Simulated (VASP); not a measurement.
Write the native input for VASP 6.6.1 that does the following.

```
Task                   : single point
Functional             : PBEsol
Potentials or basis    : VASP PAW PBE potentials, release 64 (H, Si, Cl)
Cutoff                 : 520 eV
k mesh                 : 2 × 2 × 1
Occupations            : fermi-dirac, width 0.02 eV
Spin                   : no spin polarisation
Dipole correction      : no
Further INCAR settings : LREAL = Auto; ALGO = Normal; EDIFF = 1e-07; NBANDS = 74
```

The structure of Si10H5Cl lies in POSCAR:

```
Si10H5Cl
1.0
    7.6791800000      0.0000000000      0.0000000000
    0.0000000000      7.6791800000      0.0000000000
    0.0000000000      0.0000000000     20.2543620000
H Si Cl
10 20 2
Direct
    0.4093920184      0.0000000000      0.0493720809
    0.0906079816      0.0000000000      0.0493720809
    0.9093920184      0.0000000000      0.0493720809
    0.5906079816      0.0000000000      0.0493720809
    0.4093920184      0.5000000000      0.0493720809
    0.0906079816      0.5000000000      0.0493720809
    0.9093920184      0.5000000000      0.0493720809
    0.5906079816      0.5000000000      0.0493720809
    0.2498149542      0.4720523545      0.4223067604
    0.7498977755      0.4723764777      0.4222500812
    0.2500000000      0.0000000000      0.0921036170
    0.7500000000      0.0000000000      0.0921036170
    0.2500000000      0.5000000000      0.0921036170
    0.7500000000      0.5000000000      0.0921036170
    0.2497355186      0.2500485729      0.1555715752
    0.7496636360      0.2500830818      0.1555459017
    0.2500119804      0.7499686164      0.1610264989
    0.7500227889      0.7499216062      0.1610149952
   -0.0003139658      0.2518696007      0.2200122127
    0.4997857844      0.2518330082      0.2200758039
    0.0000243516      0.7497551822      0.2299504670
    0.5000781333      0.7497984160      0.2299678459
    0.0003433960      0.0119370818      0.2915361639
    0.5003126636      0.0118986663      0.2916405859
    0.0000842538      0.4890855534      0.2926419998
    0.5000556049      0.4891481903      0.2926771527
    0.2502940418      0.0953920861      0.3505349613
    0.7504660654      0.0953901328      0.3505657695
    0.2501031360      0.4090224477      0.3520542390
    0.7501113400      0.4090543522      0.3520362675
    0.7503668360     -0.0017978482      0.4463324986
    0.2498593600     -0.0012979250      0.4463809820
```

One way to write it, as run:

INCAR

```
ALGO     = Normal         # electronic algorithm
EDIFF    = 1E-7           # SCF threshold, eV
ENCUT    = 520            # plane-wave cutoff, eV
GGA      = PS             # functional
ISIF     = 2              # what is computed and relaxed
ISMEAR   = -1             # smearing method
LASPH    = T              # aspherical terms in the spheres
LCHARG   = F              # write CHGCAR
LREAL    = Auto         
LWAVE    = F              # write WAVECAR
NBANDS   = 74             # bands
NELM     = 80             # most SCF steps
PREC     = Accurate       # precision mode
SIGMA    = 0.02           # smearing width, eV
```

KPOINTS

```
k-points
0
Gamma
  2 2 1
```

Potentials or basis: VASP PAW PBE potentials, release 64 (H, Si, Cl).

Run with:

```console
$ cat potpaw_PBE.64/H/POTCAR potpaw_PBE.64/Si/POTCAR potpaw_PBE.64/Cl/POTCAR > POTCAR
$ mpirun -np 1 vasp_std > vasp.out
```

Results of the run:

```yaml
Largest_force: 0.492 eV/Å
Band_gap_on_the_k_mesh: 1.15 eV
```

Caveat: the PAW data sets were made with another functional, which shifts forces and pressure a little.

Wall time 22 min on 1 thread of Intel(R) Xeon(R) Platinum 8375C CPU @ 2.90GHz (Ice Lake), on a shared host, peak memory 1.2 GiB.
